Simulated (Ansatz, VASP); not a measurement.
## V: VASP beside Ansatz

INCAR

```
  PREC = Accurate
  ENCUT = 600
  EDIFF = 1E-7
  ISMEAR = -1
  SIGMA = 0.1
  LREAL = False
  LASPH = True
  NELM = 100
  ALGO = Normal
  ISIF = 3
  LWAVE = False
  LCHARG = False
  GGA = PE
  IBRION = 2
  NSW = 60
  EDIFFG = -0.005
```

KPOINTS

```
Automatic mesh
0
Gamma
  18 18 10
```

POSCAR

```
V
1.0
    2.6783660650      0.0000000000      0.0000000000
   -1.3391830325      2.3195330529      0.0000000000
    0.0000000000      0.0000000000      4.3389530253
V
2
Direct
    0.3333333333      0.6666666667      0.2500000000
    0.6666666667      0.3333333333      0.7500000000
```

Input for Ansatz:

```yaml
crystal:
  lattice:
    - [2.678366065, 0.0, 0.0]
    - [-1.3391830325, 2.3195330529, 0.0]
    - [0.0, 0.0, 4.3389530253]
  atoms:
    - { symbol: V, position: [0.3333333333, 0.6666666667, 0.25] }
    - { symbol: V, position: [0.6666666667, 0.3333333333, 0.75] }
kpoints:
  mp_grid: { grid: [18, 18, 10] }
scf:
  occupations: { method: fermi_dirac, width: 0.1 }
hamiltonian:
  xc: pbe
  pseudopotentials: { kind: paw }
output:
  forces: true
  stress: true
  write_density: true
  write_potential: true
  elf: true
  volumetric_format: npy
relax:
  f_tol: 0.005
  max_steps: 40
  cell: {}
```

Alike in both runs: task relaxation of cell and atoms; functional PBE; k mesh 18 × 18 × 10; occupations fermi-dirac, width 0.1 eV; no spin polarisation.

|  | VASP | Ansatz |
| --- | --- | --- |
| version | VASP 6.6.1 | Ansatz 0.2.0 |
| potentials or method | VASP PAW PBE potentials, release 64 (V_sv) | PAW with Ansatz's default frozen-core files, scalar-relativistic |
| plane-wave cutoff (eV) | 600 | 420 |
| valence electrons in the cell | 26 | 26 |

```csv
,VASP,Ansatz,Ansatz less VASP
relaxed volume (Å³/atom),13.88,13.87,-0.016
relaxed length of the cell vector where the two differ most in proportion (Å),4.689,4.686,-0.0024
```
